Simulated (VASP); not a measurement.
# BF (Cc) in VASP: single point with PBE

Aim: the single point of BF with PBE.

All numbers are computed with VASP 6.6.1; they aren't measurements. Logs are shortened: lines on timing, memory, paths and dates and some standing lists are left out, and cuts for length are marked.

### Step 1. The cell of the first run

The structure is monoclinic, space group Cc (No. 9). The conventional cell has a = 3.180 Å, b = 3.180 Å, c = 9.277 Å, α = 90.00°, β = 91.70°, γ = 90.00°. Within 2.0 Å of B (site symmetry 1) lie 2 F at 1.53 Å. Within 2.0 Å of F (site symmetry 1) lie 2 B at 1.53 Å.

The cell was generated, and may not be a known phase.

### Step 2. Single point, PBE

Contents of INCAR:

```
SYSTEM = BF
  PREC = Accurate
  ENCUT = 1350
  EDIFF = 1E-6
  ISMEAR = 0
  SIGMA = 0.1
  LREAL = .False.
  LASPH = .True.
  NELM = 120
  ALGO = Normal
  ISIF = 2
  LWAVE = .False.
  LCHARG = .False.
  GGA = PE
  NBANDS = 18
  GGA_COMPAT = .False.
```

Contents of KPOINTS:

```
Automatic mesh
0
Gamma
  6 6 4
  0 0 0
```

Contents of POSCAR:

```
BF
1.0
    1.5897137367     -1.5899445728      0.0385451023
    1.5897137367      1.5899445728      0.0385451023
   -0.5002957992      0.0000000000      9.2633527960
B F
2 2
Direct
   -0.0097244968      0.5079125616     -0.0673922008
    0.5079125616     -0.0097244968      0.4326077992
    0.4981950176      0.4806169275      0.3210921908
    0.4806169275      0.4981950176      0.8210921908
```

Potentials or basis: VASP PAW PBE potentials, release 64 (B_h, F_h).

Command:

```console
> cat potpaw_PBE.64/B_h/POTCAR potpaw_PBE.64/F_h/POTCAR > POTCAR
> mpirun -np 1 vasp_std > vasp.out
```

OUTCAR:

```text
SYSTEM = BF
   PREC = Accurate
   ENCUT = 1350
   EDIFF = 1E-6
   ISMEAR = 0
   LREAL = .False.
   LASPH = .True.
   NELM = 120
   ISIF = 2
   GGA = PE

 ion  position               nearest neighbor table
   1  0.990  0.508  0.933-
   2  0.508  0.990  0.433-
   3  0.498  0.481  0.321-
   4  0.481  0.498  0.821-

  LATTYP: Found a base centered monoclinic cell.
 ALAT       =     3.1803619225
 B/A-ratio  =     0.9998513449
 C/A-ratio  =     2.9169173791
 COS(beta)  =    -0.0297094589

  Lattice vectors:

 A1 = (   1.5897137367,  -1.5899445728,   0.0385451023)
 A2 = (   1.5897137367,   1.5899445728,   0.0385451023)
 A3 = (  -0.5002957992,   0.0000000000,   9.2633527960)

Analysis of symmetry for initial positions (statically):
=====================================================================
 Subroutine PRICEL returns:
 Original cell was already a primitive cell.

 Routine SETGRP: Setting up the symmetry group for a
 base centered monoclinic supercell.

 Subroutine GETGRP returns: Found  2 space group operations
 (whereof  1 operations were pure point group operations)
 out of a pool of  4 trial point group operations.

The static configuration has the point symmetry C_1 .
 The point group associated with its full space group is C_1h.

Analysis of symmetry for dynamics (positions and initial velocities):
=====================================================================
 Subroutine PRICEL returns:
 Original cell was already a primitive cell.

 Routine SETGRP: Setting up the symmetry group for a
 base centered monoclinic supercell.

 Subroutine GETGRP returns: Found  2 space group operations
 (whereof  1 operations were pure point group operations)
 out of a pool of  4 trial point group operations.

The dynamic configuration has the point symmetry C_1 .
 The point group associated with its full space group is C_1h.

 Subroutine INISYM returns: Found  2 space group operations
 (whereof  1 operations are pure point group operations),
 and found     1 'primitive' translations

----------------------------------------------------------------------------------------

                                     Primitive cell

  volume of cell :      46.8886

  direct lattice vectors                    reciprocal lattice vectors
     1.589713737 -1.589944573  0.038545102     0.314110704 -0.314476371  0.016964513
     1.589713737  1.589944573  0.038545102     0.314110704  0.314476371  0.016964513
    -0.500295799  0.000000000  9.263352796    -0.002614049  0.000000000  0.107811094
[... 89 lines left out ...]
   LREAL  =      F    real-space projection
   EDIFFG = 0.1E-04   stopping-criterion for IOM
   NSW    =      0    number of steps for IOM
   IBRION =     -1    ionic relax: 0-MD 1-quasi-New 2-CG
   NFREE  =      0    steps in history (QN), initial steepest desc. (CG)
   ISIF   =      2    stress and relaxation
   ISYM   =      2    0-nonsym 1-usesym 2-fastsym
   POTIM  = 0.5000    time-step for ionic-motion
   TEBEG  =    0.0;   TEEND  =   0.0 temperature during run
   PSTRESS=    0.0 pullay stress
   NELECT =      20.0000    total number of electrons
   NUPDOWN=      -1.0000    fix difference up-down
   EMIN   =  10.00;   EMAX   =-10.00  energy-range for DOS
   EFERMI =   0.00;   METHOD = LEGACY
   ISMEAR =     0;   SIGMA  =   0.10  broadening in eV -4-tet -1-fermi 0-gaus
   EFERMI_NEDOS =   21; number of points for ismear=-14 and -15
   IALGO  =     38    algorithm
   IMIX   =      4    mixing-type and parameters
     AMIX     =   0.40;   BMIX     =  1.00
     AMIX_MAG =   1.60;   BMIX_MAG =  1.00
  volume/ion in A,a.u.               =      11.72        79.11
  Fermi-wavevector in a.u.,A,eV,Ry     =   1.232336  2.328777 20.662503  1.518651
  Thomas-Fermi vector in A             =   2.367110
   LORBIT       =      0    0 simple, 1 ext, 2 COOP (PROOUT), +10 PAW based schemes
   GGA     = PE    functional components
   LHFCALC =     F    Hartree Fock is set to
   AEXX    =    0.0000 exact exchange contribution
   IVDW    =     0    specifies the selected vdW correction
   LEPSILON=     F    determine dielectric tensor
   LRPA    =     F    only Hartree local field effects (RPA)
 non-spin polarized calculation
 Gauss-broadening in eV      SIGMA  =   0.10
  energy-cutoff  :     1350.00
  volume of cell :       46.89
 maximum number of plane-waves:      5322
   NGX = 13   NGY = 13   NGZ = 55

 number of electron      19.9999999 magnetization

 Free energy of the ion-electron system (eV)
  ---------------------------------------------------
  ext. energy  EPLUGINS =         0.00000000
  ---------------------------------------------------
  free energy    TOTEN  =       -18.10792054 eV

  energy without entropy =      -18.10792053  energy(sigma->0) =      -18.10792053

 E-fermi :   2.4584     XC(G=0):  -9.0221

 val. band max:        2.0526547148   @ k =   0.5000   0.3333  -0.0000
 cond. band min:       2.8500283533   @ k =   0.5000   0.0000   0.0000
 fundamental gap:      0.7973736386
 Fermi energy:         2.4583795851

 k-point     1 :       0.0000    0.0000    0.0000
  band No.  band energies     occupation
      1     -25.9617      2.00000
      2     -25.9594      2.00000
      3      -8.3792      2.00000
      4      -8.1893      2.00000
      5      -4.8165      2.00000
      6      -4.8164      2.00000
[... 481 lines left out ...]
      5      -6.3199      2.00000
      6      -6.3136      2.00000
[... 10 lines left out ...]
     17      12.2904      0.00000
     18      13.3727      0.00000

 [... further k-points ...]

------------------------ aborting loop because EDIFF is reached ----------------------------------------

  FORCE on cell =-STRESS in cart. coord.  units (eV):
  Direction    XX          YY          ZZ          XY          YZ          ZX
  --------------------------------------------------------------------------------------
  -------------------------------------------------------------------------------------
  Total       -0.1019207     -0.0966262     -0.0335126      0.0000000      0.0000000     -0.0003138
  in kB       -3.4826140     -3.3017039     -1.1451208      0.0000000      0.0000000     -0.0107223
  external PRESSURE =      -2.6431462 kB  Pullay stress =       0.0000000 kB

 VOLUME and BASIS-vectors are now :
 -----------------------------------------------------------------------------
  energy-cutoff  :     1350.00
  volume of cell :       46.89
      direct lattice vectors                 reciprocal lattice vectors
     1.589713737 -1.589944573  0.038545102     0.314110704 -0.314476371  0.016964513
     1.589713737  1.589944573  0.038545102     0.314110704  0.314476371  0.016964513
    -0.500295799  0.000000000  9.263352796    -0.002614049  0.000000000  0.107811094

 POSITION                                       TOTAL-FORCE (eV/Angst)
 -----------------------------------------------------------------------------------
      1.91511     -0.76693      8.69682        -0.000919     -0.000534      0.015494
      2.16526      0.76693      4.06515        -0.000919      0.000534      0.015494
      1.39539     -0.02795      3.01212         0.000919     -0.000157     -0.015494
      1.14524      0.02795      7.64380         0.000919      0.000157     -0.015494
 -----------------------------------------------------------------------------------
    total drift:                               -0.000085      0.000000      0.001389

  FREE ENERGIE OF THE ION-ELECTRON SYSTEM (eV)
  ---------------------------------------------------
  free  energy   TOTEN  =       -18.1079205350 eV

  energy  without entropy=      -18.1079205342  energy(sigma->0) =      -18.10792053
```

OSZICAR:

```text
N       E                     dE             d eps       ncg     rms          rms(c)
DAV:   1     0.199073242440E+03    0.19907E+03   -0.17588E+04  1692   0.217E+03
DAV:   2     0.489556620836E+01   -0.19418E+03   -0.17980E+03  2278   0.332E+02
DAV:   3    -0.181664514825E+02   -0.23062E+02   -0.22780E+02  2092   0.118E+02
DAV:   4    -0.184844001561E+02   -0.31795E+00   -0.31712E+00  2210   0.158E+01
DAV:   5    -0.184881691832E+02   -0.37690E-02   -0.37682E-02  2048   0.165E+00    0.531E+00
DAV:   6    -0.181772817322E+02    0.31089E+00   -0.77403E-01  2196   0.831E+00    0.255E+00
DAV:   7    -0.181222090082E+02    0.55073E-01   -0.67669E-02  1916   0.234E+00    0.133E+00
DAV:   8    -0.181071305525E+02    0.15078E-01   -0.50251E-02  2126   0.161E+00    0.190E-01
DAV:   9    -0.181078358160E+02   -0.70526E-03   -0.29586E-03  1908   0.410E-01    0.649E-02
DAV:  10    -0.181079041436E+02   -0.68328E-04   -0.18211E-04  1840   0.157E-01    0.135E-02
DAV:  11    -0.181079213630E+02   -0.17219E-04   -0.45801E-05  1880   0.561E-02    0.143E-02
DAV:  12    -0.181079201937E+02    0.11692E-05   -0.72343E-06  2158   0.299E-02    0.214E-03
DAV:  13    -0.181079205350E+02   -0.34132E-06   -0.75878E-07  1368   0.792E-03
   1 F= -.18107921E+02 E0= -.18107921E+02  d E =-.871711E-09
```

It took 52 s on 1 thread of Intel Xeon 6975P-C (Granite Rapids), shared host; peak memory 0.35 GiB.

What came out:

```yaml
Free_energy: -18.1079 eV
Pressure: -0.3 GPa
Largest_force: 0.016 eV/Å
Band_gap_on_the_k_mesh: 0.80 eV (least direct gap 1.28 eV)
```

Forces on the atoms (eV/Å):
```
B   -0.001 -0.001  0.015
B   -0.001  0.001  0.015
F    0.001  0.000 -0.015
F    0.001  0.000 -0.015
```

Caveat: the k points lie up to 0.47 Å⁻¹ apart; this functional lacks dispersion, which binds layers or chains, so the pressure and a relaxed spacing across them are unreliable. A k mesh can miss the band edges.
